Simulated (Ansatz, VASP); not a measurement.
**Y in VASP and in Ansatz**

```
Y
1.0
     0.00000    2.60047    2.60047
     2.60047    0.00000    2.60047
     2.60047    2.60047    0.00000
Y
1
Direct
  0.00000 0.00000 0.00000
```

Alike in both runs: task single point; functional r2SCAN; k mesh 14 × 14 × 14; occupations gaussian, width 0.1 eV; no spin polarisation.

|  | VASP | Ansatz |
| --- | --- | --- |
| version | VASP 6.6.1 | Ansatz 0.2.0 |
| potentials or method | VASP PAW PBE potentials, release 64 (Y_sv), cutoff 520 eV | scalar-relativistic, plane waves, PAW |
| valence electrons in the cell | 11 | 11 |

|  | VASP | Ansatz | Ansatz less VASP |
| --- | --- | --- | --- |
| gap on the k mesh at the Fermi level (eV) | none | none | - |
| pressure (GPa) | -1.9 | -2.0 | -0.11 |

VASP's potentials were made for PBE, not for r2SCAN. A gap of «none» marks a metal or a gap that the smearing closes. The functional is the same, so the differences come from potentials, cutoffs and numerics.
